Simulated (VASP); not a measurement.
Here is a VASP 6.6.1 calculation.

File INCAR:

```
PREC = Accurate
ENCUT = 600
EDIFF = 1E-6
ISMEAR = -1
SIGMA = 0.03
LREAL = F
LASPH = T
NELM = 120
ALGO = Normal
ISIF = 2
LWAVE = F
LCHARG = T
GGA = PS
LELF = T
LVHAR = T
NBANDS = 23
GGA_COMPAT = F
```

Contents of KPOINTS:

```
regular mesh
0
Gamma
  6 6 6
```

The input POSCAR:

```
CdO2
1.0
    0.0000000000      2.6271891128      2.6271891128
    2.6271891128      0.0000000000      2.6271891128
    2.6271891128      2.6271891128      0.0000000000
Cd O
1 2
Direct
    0.0000000000      0.0000000000      0.0000000000
    0.7500000000      0.7500000000      0.7500000000
    0.2500000000      0.2500000000      0.2500000000
```

Potentials or basis: VASP PAW PBE potentials, release 64 (Cd_sv_GW, O).

The run is started by

```bash
$ cat potpaw_PBE.64/Cd_sv_GW/POTCAR potpaw_PBE.64/O/POTCAR > POTCAR
$ mpirun -np 1 vasp_std > vasp.out
```

(1) What does it give for the band gap on the k mesh?

(2) Predict the pressure.

## Answers

(1) zero (band 16 reaches 3.35 eV, above the bottom of band 17 at 2.37 eV).

(2) -0.5 GPa.

Caveat: the PAW data sets were made with another functional, which shifts forces and pressure a little.
